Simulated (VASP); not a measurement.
Here is a VASP 6.6.1 calculation.

INCAR

```
SYSTEM = Mo
PREC     = Accurate       ! precision mode
ENCUT    = 520            ! plane-wave cutoff, eV
EDIFF    = 1E-6           ! SCF threshold, eV
ISMEAR   = 0              ! smearing method
SIGMA    = 0.15           ! smearing width, eV
LREAL    = .False.        ! projectors in reciprocal space
LASPH    = .True.         ! aspherical terms in the spheres
NELM     = 80             ! most SCF steps
ALGO     = Fast           ! electronic algorithm
ISIF     = 2              ! what is computed and relaxed
LWAVE    = .False.        ! write WAVECAR
LCHARG   = .True.         ! write CHGCAR
GGA      = PS             ! functional
LELF     = .True.         ! ELF
LVHAR    = .True.       
NBANDS   = 13             ! bands
```

Contents of KPOINTS:

```
Automatic mesh
0
Gamma
  26 26 26
  0 0 0
```

Contents of POSCAR:

```
Mo
1.0
   -1.5646534271      1.5646534271      1.6428860985
    1.5646534271     -1.5646534271      1.6428860985
    1.5646534271      1.5646534271     -1.6428860985
Mo
1
Direct
    0.0000000000      0.0000000000      0.0000000000
```

Potentials or basis: VASP PAW PBE potentials, release 64 (Mo_sv).

Launch:

```sh
$ cat potpaw_PBE.64/Mo_sv/POTCAR > POTCAR
$ mpirun -np 1 vasp_std > vasp.out
```

Task: Predict the band gap on the k mesh.

Result: Zero (band 7 reaches 15.75 eV, above the bottom of band 8 at 10.99 eV).

Task: Predict the pressure.

Result: -11.5 GPa.

Stress tensor (GPa, compression positive):
```
 -6.96   0.00   0.00
  0.00  -6.96   0.00
  0.00   0.00 -20.48
```

Caveat: the cell differs from its parent crystal (strain +0.000 along x and y, +0.050 along z); the PAW data sets were made with another functional, which shifts forces and pressure a little.
